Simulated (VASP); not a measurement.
# Sc5Al11N16 (wurtzite Al11Sc5N16) (Cm) in VASP: notebook

Runs on Sc5Al11N16 (wurtzite Al11Sc5N16). Level: PBE. Tasks: single point.

All numbers are computed with VASP 6.6.1; they aren't measurements. Logs are shortened: lines on timing, memory, paths and dates and some standing lists are left out, and cuts for length are marked.

## 1. The cell of the first run

The structure is monoclinic, space group Cm (No. 8). Conventional cell: a = 11.350 Å, b = 6.511 Å, c = 10.200 Å, α = 90.00°, β = 90.04°, γ = 90.00°. Within 2.5 Å of Al (site symmetry m) lie 4 N at 1.90 to 1.99 Å. Al (site symmetry 1) has 4 N at 1.92 to 1.99 Å within 2.6 Å. Al (site symmetry 1) has 4 N at 1.90 to 1.97 Å within 2.5 Å. Al (site symmetry m) has 4 N at 1.87 to 1.93 Å within 2.5 Å. Al (site symmetry m) has 4 N at 1.89 to 1.98 Å within 2.5 Å. Al (site symmetry m) has 4 N at 1.89 to 1.96 Å within 2.5 Å. Within 2.5 Å of Al (site symmetry m) lie 4 N at 1.90 to 1.94 Å. Al (site symmetry m) has 4 N at 1.87 to 1.93 Å within 2.5 Å.

## 2. Single point, PBE

File INCAR:

```
SYSTEM = Sc5Al11N16
PREC = Accurate
ENCUT = 520
EDIFF = 1E-6
ISMEAR = 0
SIGMA = 0.01
LREAL = Auto
LASPH = .TRUE.
NELM = 80
ALGO = Normal
ISIF = 2
LWAVE = .FALSE.
LCHARG = .TRUE.
GGA = PE
LELF = .TRUE.
LVHAR = .TRUE.
NBANDS = 106
```

File KPOINTS:

```
regular mesh
0
G
  4 4 3
  0 0 0
```

File POSCAR:

```
Sc5Al11N16
1.0
    6.5109464151      0.0000000000      0.0000000000
   -3.2554732075      5.6748215536     -0.0018690346
    0.0000000000     -0.0033512039     10.2001781736
Al Sc N
11 5 16
Direct
    0.1680171237      0.3360342473      0.5084105419
    0.3365974355      0.1639292990      0.7504889259
    0.1688712232      0.8331650028     -0.0023048147
    0.3314594532      0.6629189065      0.2448853516
    0.3370494499      0.6740988999      0.7548526226
    0.6668340679      0.3336681359     -0.0068190064
    0.6683191690      0.3366383380      0.5062682606
    0.8273318635      0.1639292990      0.7504889259
    0.6642937796      0.8331650028     -0.0023048147
    0.8307553680      0.6615107361      0.2412859592
    0.8335457963      0.6670915926      0.7568230540
    0.1684726710      0.3369453420     -0.0153400577
    0.3382712313      0.1741034455      0.2468036584
    0.1615685375      0.8258010455      0.4972842460
    0.8358322141      0.1741034455      0.2468036584
    0.6642325080      0.8258010455      0.4972842460
    0.1755944304      0.3511888607      0.1859568251
    0.3416973457      0.1841627582      0.4547871693
    0.1684855873      0.3369711746      0.7032258066
    0.3434531669      0.1549401580      0.9389910942
    0.1595327568      0.8180784498      0.1890507840
    0.3215717710      0.6431435420      0.4337297844
    0.1640109464      0.8311770144      0.7028205154
    0.3449396474      0.6898792948      0.9395853034
    0.6758221597      0.3516443193      0.1778780623
    0.8424654125      0.1841627582      0.4547871693
    0.6691857990      0.3383715980      0.6961649370
    0.8114869911      0.1549401580      0.9389910942
    0.6585456931      0.8180784498      0.1890507840
    0.8205901877      0.6411803754      0.4296161992
    0.6671660680      0.8311770144      0.7028205154
    0.8340001452      0.6680002905      0.9436331989
```

Potentials or basis: VASP PAW PBE potentials, release 64 (Al, Sc_sv, N).

Started as:

```console
$ cat potpaw_PBE.64/Al/POTCAR potpaw_PBE.64/Sc_sv/POTCAR potpaw_PBE.64/N/POTCAR > POTCAR
$ mpirun -np 1 vasp_std > vasp.out
```

OUTCAR:

```text
SYSTEM = Sc5Al11N16
   PREC = Accurate
   ENCUT = 520
   EDIFF = 1E-6
   ISMEAR = 0
   LREAL = Auto
   LASPH = .TRUE.
   NELM = 80
   ISIF = 2
   GGA = PE

 ion  position               nearest neighbor table
   1  0.168  0.336  0.508-  22 1.90  18 1.92  26 1.92  19 1.99   2 3.13   8 3.13   5 3.16  16 3.23
                            14 3.23   7 3.26   7 3.26  13 3.26  15 3.26   4 3.27  14 3.32  16 3.32
   2  0.337  0.164  0.750-  20 1.92  23 1.95  27 1.96  19 1.99  12 3.07   6 3.10   7 3.12   1 3.13
                             3 3.14   8 3.20   5 3.21  14 3.22  11 3.27  11 3.27   8 3.32   5 3.34
   3  0.169  0.833  0.998-  24 1.90  20 1.92  21 1.95  32 1.97   5 3.09  11 3.10  10 3.13   2 3.14
                             4 3.15  13 3.19   9 3.23  12 3.25   6 3.27   6 3.28   9 3.29  12 3.30
   4  0.331  0.663  0.245-  17 1.87  22 1.93  21 1.93  29 1.93   3 3.15   9 3.15  14 3.19  16 3.19
                            13 3.22  15 3.22  12 3.23  10 3.26  10 3.26   1 3.27  13 3.32  15 3.32
   5  0.337  0.674  0.755-  24 1.89  23 1.94  31 1.94  19 1.98  12 3.03   3 3.09   9 3.09   1 3.16
                             2 3.21   8 3.21  14 3.21  16 3.21  11 3.26  11 3.26   8 3.34   2 3.34
   6  0.667  0.334  0.993-  25 1.89  20 1.91  28 1.91  32 1.96  11 3.07   2 3.10   8 3.10  10 3.14
                            15 3.18  13 3.18  12 3.26  12 3.26   3 3.27   9 3.27   9 3.28   3 3.28
   7  0.668  0.337  0.506-  30 1.90  26 1.92  18 1.92  27 1.94   8 3.12   2 3.12  11 3.17  16 3.21
                            14 3.21  15 3.24  13 3.24   1 3.26   1 3.26  10 3.27  16 3.33  14 3.33
   8  0.827  0.164  0.750-  28 1.92  31 1.95  27 1.96  19 1.99  12 3.07   6 3.10   7 3.12   1 3.13
                             9 3.14   2 3.20   5 3.21  16 3.22  11 3.27  11 3.27   2 3.32   5 3.34
   9  0.664  0.833  0.998-  24 1.90  28 1.92  29 1.95  32 1.97   5 3.09  11 3.10  10 3.13   8 3.14
[... 17 lines left out ...]
  19  0.168  0.337  0.703-   5 1.98   2 1.99   8 1.99   1 1.99
  20  0.343  0.155  0.939-   6 1.91   3 1.92   2 1.92  12 2.07
  21  0.160  0.818  0.189-  10 1.93   4 1.93   3 1.95  13 2.10
  22  0.322  0.643  0.434-   1 1.90   4 1.93  14 2.04  16 2.04
[... 8 lines left out ...]
  31  0.667  0.831  0.703-   5 1.94  11 1.95   8 1.95  16 2.10
  32  0.834  0.668  0.944-  11 1.91   6 1.96   9 1.97   3 1.97

  LATTYP: Found a base centered monoclinic cell.
 ALAT       =    11.3496437228
 B/A-ratio  =     0.5736696741
 C/A-ratio  =     0.8987223717
 COS(beta)  =    -0.0006578993

  Lattice vectors:

 A1 = (   3.2554732076,   5.6748215536,  -0.0018690346)
 A2 = (  -3.2554732075,   5.6748215536,  -0.0018690346)
 A3 = (   0.0000000000,  -0.0033512039,  10.2001781736)

Analysis of symmetry for initial positions (statically):
=====================================================================
 Subroutine PRICEL returns:
 Original cell was already a primitive cell.

 Routine SETGRP: Setting up the symmetry group for a
 base centered monoclinic supercell.

 Subroutine GETGRP returns: Found  2 space group operations
 (whereof  2 operations were pure point group operations)
[... 183 lines left out ...]
   ISMEAR =     0;   SIGMA  =   0.01  broadening in eV -4-tet -1-fermi 0-gaus
   EFERMI_NEDOS =   21; number of points for ismear=-14 and -15
   IALGO  =     38    algorithm
   IMIX   =      4    mixing-type and parameters
     AMIX     =   0.40;   BMIX     =  1.00
     AMIX_MAG =   1.60;   BMIX_MAG =  1.00
  volume/ion in A,a.u.               =      11.78        79.48
  Fermi-wavevector in a.u.,A,eV,Ry     =   1.250575  2.363245 21.278683  1.563939
  Thomas-Fermi vector in A             =   2.384563
   LORBIT       =      0    0 simple, 1 ext, 2 COOP (PROOUT), +10 PAW based schemes
   GGA     = PE    functional components
   LHFCALC =     F    Hartree Fock is set to
   AEXX    =    0.0000 exact exchange contribution
   IVDW    =     0    specifies the selected vdW correction
   LEPSILON=     F    determine dielectric tensor
   LRPA    =     F    only Hartree local field effects (RPA)
 non-spin polarized calculation
 Gauss-broadening in eV      SIGMA  =   0.01
  energy-cutoff  :      520.00
  volume of cell :      376.88
 maximum number of plane-waves:     10173
   NGX = 25   NGY = 25   NGZ = 37

 number of electron     167.9999988 magnetization

 Free energy of the ion-electron system (eV)
  ---------------------------------------------------
  ext. energy  EPLUGINS =         0.00000000
  ---------------------------------------------------
  free energy    TOTEN  =      -250.81823313 eV

  energy without entropy =     -250.81823313  energy(sigma->0) =     -250.81823313

 E-fermi :   4.8449     XC(G=0): -10.7132

 val. band max:        4.7429651542   @ k =   0.0000   0.0000   0.3333
 cond. band min:       8.1714274736   @ k =   0.0000   0.0000   0.0000
 fundamental gap:      3.4284623194
 Fermi energy:         4.8448946633

 k-point     1 :       0.0000    0.0000    0.0000
  band No.  band energies     occupation
      1     -42.1372      2.00000
      2     -42.1155      2.00000
      3     -42.1093      2.00000
      4     -42.0887      2.00000
      5     -41.9957      2.00000
      6     -21.1427      2.00000
[... 1672 lines left out ...]
     95       9.7142      0.00000
     96       9.8181      0.00000
 [bands above 96 left out]

------------------------ aborting loop because EDIFF is reached ----------------------------------------

  FORCE on cell =-STRESS in cart. coord.  units (eV):
  Direction    XX          YY          ZZ          XY          YZ          ZX
  --------------------------------------------------------------------------------------
  -------------------------------------------------------------------------------------
  Total        0.2928434      0.3915137      0.4064306      0.0000000      0.0326721      0.0000000
  in kB        1.2449214      1.6643838      1.7277977      0.0000000      0.1388941      0.0000000
  external PRESSURE =       1.5457010 kB  Pullay stress =       0.0000000 kB

 VOLUME and BASIS-vectors are now :
 -----------------------------------------------------------------------------
  energy-cutoff  :      520.00
  volume of cell :      376.88
      direct lattice vectors                 reciprocal lattice vectors
     6.510946415  0.000000000  0.000000000     0.153587503  0.088108507  0.000028947
    -3.255473208  5.674821554 -0.001869035     0.000000000  0.176217014  0.000057895
     0.000000000 -0.003351204 10.200178174     0.000000000  0.000032289  0.098037514

 POSITION                                       TOTAL-FORCE (eV/Angst)
 -----------------------------------------------------------------------------------
      0.00000      1.90523      5.18525        -0.000000     -0.004144      0.000124
      1.65790      0.92775      7.65481         0.001443      0.001499      0.005320
     -1.61283      4.72472     10.17511         0.003161     -0.002427     -0.002933
     -0.00000      3.76113      2.49664         0.000000      0.006812      0.000236
     -0.00000      3.82286      7.69837        -0.000000     -0.002098      0.003116
      3.25547      1.89018     10.13000        -0.000000     -0.005719      0.002912
[... 24 lines left out ...]
      1.63801      4.71443      7.16734         0.000331     -0.001028      0.052129
      3.25547      3.78762      9.62398        -0.000000     -0.000760      0.000149
 -----------------------------------------------------------------------------------
    total drift:                               -0.000039     -0.006237      0.011976

  FREE ENERGIE OF THE ION-ELECTRON SYSTEM (eV)
  ---------------------------------------------------
  free  energy   TOTEN  =      -250.8182331286 eV

  energy  without entropy=     -250.8182331286  energy(sigma->0) =     -250.81823313
```

stdout:

```text
POSCAR found type information on POSCAR AlScN
 POSCAR found :  3 types and      32 ions
 scaLAPACK will be used
 LDA part: xc-table for (Slater+PW92), standard interpolation
 POSCAR, INCAR and KPOINTS ok, starting setup
 FFT: planning ... GRIDC
 FFT: planning ... GRID_SOFT
 FFT: planning ... GRID
 WAVECAR not read
 entering main loop
```

It took 15 min on 1 thread of Intel Xeon 6975P-C (Granite Rapids), shared host; peak memory 0.7 GiB.

What came out:

* Free energy: -250.8182 eV
* Pressure: 0.2 GPa
* Largest force: 0.087 eV/Å
* Band gap on the k mesh: 3.43 eV, indirect (least direct gap 3.45 eV)

Forces on the atoms (eV/Å):
```
Al   0.000 -0.004  0.000
Al   0.001  0.001  0.005
Al   0.003 -0.002 -0.003
Al   0.000  0.007  0.000
Al   0.000 -0.002  0.003
Al   0.000 -0.006  0.003
Al   0.000 -0.004  0.001
Al  -0.001  0.001  0.005
Al  -0.003 -0.002 -0.003
Al   0.000  0.004  0.003
Al   0.000  0.006  0.000
Sc   0.000 -0.004 -0.013
Sc   0.008 -0.019  0.012
Sc  -0.004  0.009  0.006
Sc  -0.008 -0.019  0.012
Sc   0.004  0.009  0.006
N    0.000  0.074  0.019
N    0.000  0.062  0.042
N    0.000  0.001 -0.015
N    0.053 -0.031 -0.017
N   -0.002 -0.056 -0.022
N    0.000 -0.067 -0.043
N    0.000 -0.001  0.052
N    0.000  0.064 -0.014
N    0.000  0.072 -0.049
N    0.000  0.062  0.042
N    0.000  0.001 -0.003
N   -0.053 -0.031 -0.017
N    0.002 -0.056 -0.022
N    0.000 -0.067 -0.044
N    0.000 -0.001  0.052
N    0.000 -0.001  0.000
```

Levels at points of the mesh, in eV from the valence-band top:
| k point | band 80 | band 81 | band 82 | band 83 | band 84 | band 85 | band 86 | band 87 | band 88 | band 89 |
| --- | --- | --- | --- | --- | --- | --- | --- | --- | --- | --- |
| (0.00, 0.00, 0.00) | -0.30 | -0.30 | -0.20 | -0.12 | -0.02 | 3.43 | 3.71 | 3.87 | 4.10 | 4.24 |
| (0.50, 0.00, 0.00) | -0.37 | -0.33 | -0.21 | -0.19 | -0.07 | 4.02 | 4.08 | 4.14 | 4.16 | 4.25 |
| (0.00, 0.50, 0.00) | -0.30 | -0.24 | -0.21 | -0.20 | -0.06 | 3.92 | 4.16 | 4.29 | 4.33 | 4.50 |

A k mesh can miss the band edges. Expect the measured gap to be larger: semilocal functionals such as PBE lack the derivative discontinuity.

## 3. Single point, PBE

File INCAR:

```
SYSTEM = Sc5Al11N16
PREC = Accurate ; ENCUT = 520
EDIFF = 1E-6 ; ISMEAR = 0
SIGMA = 0.01 ; LREAL = Auto
LASPH = .True. ; NELM = 60
ALGO = Normal ; ISIF = 2
LWAVE = .False. ; LCHARG = .False.
GGA = PE ; NBANDS = 106
```

File KPOINTS:

```
regular mesh
0
Gamma
  4 4 3
  0 0 0
```

POSCAR: that of step 2 with these lines changed.

```diff
@@ -11,5 +11,5 @@
     0.1688712232      0.8331650028     -0.0023048147
-    0.3314594532      0.6629189065      0.2448853516
-    0.3370494499      0.6740988999      0.7548526226
-    0.6668340679      0.3336681359     -0.0068190064
+    0.3314594533      0.6629189065      0.2448853516
+    0.3370494500      0.6740988999      0.7548526226
+    0.6668340680      0.3336681359     -0.0068190064
     0.6683191690      0.3366383380      0.5062682606
@@ -17,8 +17,8 @@
     0.6642937796      0.8331650028     -0.0023048147
-    0.8307553680      0.6615107361      0.2412859592
+    0.8307553681      0.6615107361      0.2412859592
     0.8335457963      0.6670915926      0.7568230540
     0.1684726710      0.3369453420     -0.0153400577
-    0.3382712313      0.1741034455      0.2468036584
+    0.3382712314      0.1741034455      0.2468036584
     0.1615685375      0.8258010455      0.4972842460
-    0.8358322141      0.1741034455      0.2468036584
+    0.8358322142      0.1741034455      0.2468036584
     0.6642325080      0.8258010455      0.4972842460
@@ -32,3 +32,3 @@
     0.3449396474      0.6898792948      0.9395853034
-    0.6758221597      0.3516443193      0.1778780623
+    0.6758221596      0.3516443193      0.1778780623
     0.8424654125      0.1841627582      0.4547871693
@@ -39,2 +39,2 @@
     0.6671660680      0.8311770144      0.7028205154
-    0.8340001452      0.6680002905      0.9436331989
+    0.8340001453      0.6680002905      0.9436331989
```

Potentials or basis: VASP PAW PBE potentials, release 64 (Al, Sc_sv, N).

Started as:

```console
$ cat potpaw_PBE.64/Al/POTCAR potpaw_PBE.64/Sc_sv/POTCAR potpaw_PBE.64/N/POTCAR > POTCAR
$ mpirun -np 1 vasp_std > vasp.out
```

Run time: 34 min. Hardware: 1 thread of Intel Xeon 6975P-C, shared host; peak memory 0.71 GiB.

The run converged. Its results:

```yaml
Free_energy: -250.8182 eV
Pressure: 0.2 GPa
Largest_force: 0.087 eV/Å
Band_gap_on_the_k_mesh: 3.43 eV, indirect (least direct gap 3.45 eV)
```

Forces on the atoms (eV/Å):
```
Al   0.000 -0.004  0.000
Al   0.001  0.001  0.005
Al   0.003 -0.002 -0.003
Al   0.000  0.007  0.000
Al   0.000 -0.002  0.003
Al   0.000 -0.006  0.003
Al   0.000 -0.004  0.001
Al  -0.001  0.001  0.005
Al  -0.003 -0.002 -0.003
Al   0.000  0.004  0.003
Al   0.000  0.006  0.000
Sc   0.000 -0.004 -0.013
Sc   0.008 -0.019  0.012
Sc  -0.004  0.009  0.006
Sc  -0.008 -0.019  0.012
Sc   0.004  0.009  0.006
N    0.000  0.074  0.019
N    0.000  0.062  0.042
N    0.000  0.001 -0.015
N    0.053 -0.031 -0.017
N   -0.002 -0.056 -0.022
N    0.000 -0.067 -0.043
N    0.000 -0.001  0.052
N    0.000  0.064 -0.014
N    0.000  0.072 -0.049
N    0.000  0.062  0.042
N    0.000  0.001 -0.003
N   -0.053 -0.031 -0.017
N    0.002 -0.056 -0.022
N    0.000 -0.067 -0.044
N    0.000 -0.001  0.052
N    0.000 -0.001  0.000
```

Levels at points of the mesh, in eV from the valence-band top:
```
           k point  band 80  band 81  band 82  band 83  band 84  band 85  band 86  band 87  band 88  band 89
(0.00, 0.00, 0.00)    -0.30    -0.30    -0.20    -0.12    -0.02     3.43     3.71     3.87     4.10     4.24
(0.50, 0.00, 0.00)    -0.37    -0.33    -0.21    -0.19    -0.07     4.02     4.08     4.14     4.16     4.25
(0.00, 0.50, 0.00)    -0.30    -0.24    -0.21    -0.20    -0.06     3.92     4.16     4.29     4.33     4.50
```
